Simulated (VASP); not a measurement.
# KCl (P6_3/mmc) in VASP: single point with PBE

Aim: the single point of KCl with PBE.

All numbers are computed with VASP 6.6.1; they aren't measurements. Logs are shortened: lines on timing, memory, paths and dates and some standing lists are left out, and cuts for length are marked.

### Step 1. The cell of the first run

The structure is hexagonal, space group P6_3/mmc (No. 194). Conventional cell: a = 5.344 Å, b = 5.344 Å, c = 6.239 Å, α = 90.00°, β = 90.00°, γ = 120.00°. K (site symmetry -6m2) has 5 Cl at 3.09 to 3.12 Å within 4.1 Å. Within 4.1 Å of Cl (site symmetry -6m2) lie 5 K at 3.09 to 3.12 Å.

### Step 2. Single point, PBE

File INCAR:

```
PREC     = Accurate       # precision mode
ENCUT    = 520            # plane-wave cutoff, eV
EDIFF    = 1E-6           # SCF threshold, eV
ISMEAR   = 0              # smearing method
SIGMA    = 0.01           # smearing width, eV
LREAL    = False          # projectors in reciprocal space
LASPH    = True           # aspherical terms in the spheres
NELM     = 100            # most SCF steps
ALGO     = Normal         # electronic algorithm
ISIF     = 2              # what is computed and relaxed
LWAVE    = False          # write WAVECAR
LCHARG   = False          # write CHGCAR
GGA      = PE             # functional
NBANDS   = 24             # bands
```

File KPOINTS:

```
regular mesh
0
Gamma
  6 6 2
```

File POSCAR:

```
KCl
1.0
    5.3438035542      0.0000000000      0.0000000000
   -2.6719017771      4.6278696308      0.0000000000
    0.0000000000      0.0000000000      6.2391673132
K Cl
2 2
Direct
    0.3333333333      0.6666666667     -0.0625000000
    0.6666666667      0.3333333333      0.4375000000
    0.3333333333      0.6666666667      0.4375000000
    0.6666666667      0.3333333333      0.9375000000
```

Potentials or basis: VASP PAW PBE potentials, release 64 (K_sv, Cl).

The run is started by

```bash
cat potpaw_PBE.64/K_sv/POTCAR potpaw_PBE.64/Cl/POTCAR > POTCAR
mpirun -np 1 vasp_std > vasp.out
```

OUTCAR:

```text
PREC = Accurate
   ENCUT = 520
   EDIFF = 1E-6
   ISMEAR = 0
   LREAL = False
   LASPH = True
   NELM = 100
   ISIF = 2
   GGA = PE

 ion  position               nearest neighbor table
   1  0.333  0.667  0.938-   4 3.09   4 3.09   4 3.09   3 3.12   3 3.12
   2  0.667  0.333  0.438-   3 3.09   3 3.09   3 3.09   4 3.12   4 3.12
   3  0.333  0.667  0.438-   2 3.09   2 3.09   2 3.09   1 3.12   1 3.12
   4  0.667  0.333  0.938-   1 3.09   1 3.09   1 3.09   2 3.12   2 3.12

  LATTYP: Found a hexagonal cell.
 ALAT       =     5.3438035542
 C/A-ratio  =     1.1675517728

  Lattice vectors:

 A1 = (   5.3438035542,   0.0000000000,   0.0000000000)
 A2 = (  -2.6719017771,   4.6278696308,   0.0000000000)
 A3 = (   0.0000000000,   0.0000000000,   6.2391673132)

Analysis of symmetry for initial positions (statically):
=====================================================================
 Subroutine PRICEL returns:
 Original cell was already a primitive cell.

 Routine SETGRP: Setting up the symmetry group for a
 hexagonal supercell.

 Subroutine GETGRP returns: Found 24 space group operations
 (whereof  6 operations were pure point group operations)
 out of a pool of 24 trial point group operations.

The static configuration has the point symmetry C_3v.
 The point group associated with its full space group is D_6h.

Analysis of symmetry for dynamics (positions and initial velocities):
=====================================================================
 Subroutine PRICEL returns:
 Original cell was already a primitive cell.

 Routine SETGRP: Setting up the symmetry group for a
 hexagonal supercell.

 Subroutine GETGRP returns: Found 24 space group operations
 (whereof  6 operations were pure point group operations)
 out of a pool of 24 trial point group operations.

The dynamic configuration has the point symmetry C_3v.
 The point group associated with its full space group is D_6h.

 Subroutine INISYM returns: Found 24 space group operations
 (whereof  6 operations are pure point group operations),
 and found     1 'primitive' translations

----------------------------------------------------------------------------------------

                                     Primitive cell

  volume of cell :     154.2973

  direct lattice vectors                    reciprocal lattice vectors
[... 77 lines left out ...]
   LASPH  =      T    aspherical Exc in radial PAW
   ENCUT  =  520.0 eV  38.22 Ry    6.18 a.u.   9.94  9.94 11.60*2*pi/ulx,y,z
   NELM   =    100;   NELMIN=  2; NELMDL= -5     # of ELM steps
   EDIFF  = 0.1E-05   stopping-criterion for ELM
   LREAL  =      F    real-space projection
   EDIFFG = 0.1E-04   stopping-criterion for IOM
   NSW    =      0    number of steps for IOM
   IBRION =     -1    ionic relax: 0-MD 1-quasi-New 2-CG
   NFREE  =      0    steps in history (QN), initial steepest desc. (CG)
   ISIF   =      2    stress and relaxation
   ISYM   =      2    0-nonsym 1-usesym 2-fastsym
   POTIM  = 0.5000    time-step for ionic-motion
   TEBEG  =    0.0;   TEEND  =   0.0 temperature during run
   PSTRESS=    0.0 pullay stress
   NELECT =      32.0000    total number of electrons
   NUPDOWN=      -1.0000    fix difference up-down
   EMIN   =  10.00;   EMAX   =-10.00  energy-range for DOS
   EFERMI =   0.00;   METHOD = LEGACY
   ISMEAR =     0;   SIGMA  =   0.01  broadening in eV -4-tet -1-fermi 0-gaus
   EFERMI_NEDOS =   21; number of points for ismear=-14 and -15
   IALGO  =     38    algorithm
   IMIX   =      4    mixing-type and parameters
     AMIX     =   0.40;   BMIX     =  1.00
     AMIX_MAG =   1.60;   BMIX_MAG =  1.00
  volume/ion in A,a.u.               =      38.57       260.31
  Fermi-wavevector in a.u.,A,eV,Ry     =   0.969033  1.831208 12.776221  0.939026
  Thomas-Fermi vector in A             =   2.099052
   LORBIT       =      0    0 simple, 1 ext, 2 COOP (PROOUT), +10 PAW based schemes
   GGA     = PE    functional components
   LHFCALC =     F    Hartree Fock is set to
   AEXX    =    0.0000 exact exchange contribution
   IVDW    =     0    specifies the selected vdW correction
   LEPSILON=     F    determine dielectric tensor
   LRPA    =     F    only Hartree local field effects (RPA)
 non-spin polarized calculation
 Gauss-broadening in eV      SIGMA  =   0.01
  energy-cutoff  :      520.00
  volume of cell :      154.30
 maximum number of plane-waves:      4176
 NGX is ok and might be reduce to    40
   NGX = 19   NGY = 19   NGZ = 23

 number of electron      32.0000001 magnetization

 Free energy of the ion-electron system (eV)
  ---------------------------------------------------
  ext. energy  EPLUGINS =         0.00000000
  ---------------------------------------------------
  free energy    TOTEN  =       -13.44167968 eV

  energy without entropy =      -13.44167968  energy(sigma->0) =      -13.44167968

 E-fermi :  -2.5823     XC(G=0):  -6.5274

 val. band max:       -2.6369618814   @ k =   0.0000   0.0000   0.0000
 cond. band min:       2.1296723333   @ k =   0.0000   0.0000   0.0000
 fundamental gap:      4.7666342147
 Fermi energy:        -2.5823392200

 k-point     1 :       0.0000    0.0000    0.0000
  band No.  band energies     occupation
      1     -29.9726      2.00000
      2     -29.9602      2.00000
      3     -14.7002      2.00000
      4     -14.6149      2.00000
      5     -13.5501      2.00000
      6     -13.5123      2.00000
[... 367 lines left out ...]
     23       6.5408      0.00000
     24       6.5408      0.00000

------------------------ aborting loop because EDIFF is reached ----------------------------------------

  FORCE on cell =-STRESS in cart. coord.  units (eV):
  Direction    XX          YY          ZZ          XY          YZ          ZX
  --------------------------------------------------------------------------------------
  -------------------------------------------------------------------------------------
  Total        0.3907021      0.3907021      0.6596366     -0.0000000      0.0000000      0.0000000
  in kB        4.0569352      4.0569352      6.8494724     -0.0000000      0.0000000      0.0000000
  external PRESSURE =       4.9877809 kB  Pullay stress =       0.0000000 kB

 VOLUME and BASIS-vectors are now :
 -----------------------------------------------------------------------------
  energy-cutoff  :      520.00
  volume of cell :      154.30
      direct lattice vectors                 reciprocal lattice vectors
     5.343803554  0.000000000  0.000000000     0.187132628  0.108041073  0.000000000
    -2.671901777  4.627869631  0.000000000     0.000000000  0.216082146  0.000000000
     0.000000000  0.000000000  6.239167313     0.000000000  0.000000000  0.160277798

 POSITION                                       TOTAL-FORCE (eV/Angst)
 -----------------------------------------------------------------------------------
     -0.00000      3.08525      5.84922         0.000000     -0.000000      0.000000
      2.67190      1.54262      2.72964        -0.000000     -0.000000     -0.000000
     -0.00000      3.08525      2.72964         0.000000      0.000000      0.000000
      2.67190      1.54262      5.84922        -0.000000     -0.000000     -0.000000
 -----------------------------------------------------------------------------------
    total drift:                               -0.000000      0.000000      0.000000

  FREE ENERGIE OF THE ION-ELECTRON SYSTEM (eV)
  ---------------------------------------------------
  free  energy   TOTEN  =       -13.4416796787 eV

  energy  without entropy=      -13.4416796787  energy(sigma->0) =      -13.44167968
```

OSZICAR:

```text
N       E                     dE             d eps       ncg     rms          rms(c)
DAV:   1     0.247359929952E+03    0.24736E+03   -0.13995E+04   672   0.114E+03
DAV:   2     0.891160970898E+01   -0.23845E+03   -0.22572E+03   824   0.302E+02
DAV:   3    -0.136935964433E+02   -0.22605E+02   -0.22516E+02  1112   0.806E+01
DAV:   4    -0.142534316837E+02   -0.55984E+00   -0.55904E+00   952   0.134E+01
DAV:   5    -0.142822457008E+02   -0.28814E-01   -0.28813E-01  1024   0.196E+00    0.485E+00
DAV:   6    -0.134742779317E+02    0.80797E+00   -0.13616E+00   808   0.448E+00    0.385E+00
DAV:   7    -0.133959408488E+02    0.78337E-01   -0.38952E-01   824   0.251E+00    0.240E+00
DAV:   8    -0.134324336693E+02   -0.36493E-01   -0.72963E-02   864   0.146E+00    0.523E-01
DAV:   9    -0.134345735136E+02   -0.21398E-02   -0.75036E-03   880   0.375E-01    0.193E-01
DAV:  10    -0.134414080956E+02   -0.68346E-02   -0.43463E-03   688   0.340E-01    0.476E-02
DAV:  11    -0.134416179605E+02   -0.20986E-03   -0.17973E-04   984   0.634E-02    0.257E-02
DAV:  12    -0.134416789919E+02   -0.61031E-04   -0.89411E-05   744   0.584E-02    0.149E-02
DAV:  13    -0.134416796787E+02   -0.68678E-06   -0.56881E-06   888   0.173E-02
   1 F= -.13441680E+02 E0= -.13441680E+02  d E =-.863634E-17
```

It took 46 s on 1 thread of Intel Xeon Platinum 8488C (Sapphire Rapids), shared host; peak memory 0.26 GiB.

Results:

```yaml
Free_energy: -13.4417 eV
Pressure: 0.5 GPa
Band_gap_on_the_k_mesh: 4.77 eV, direct
```

Caveat: the k points lie up to 0.50 Å⁻¹ apart. A k mesh can miss the band edges.
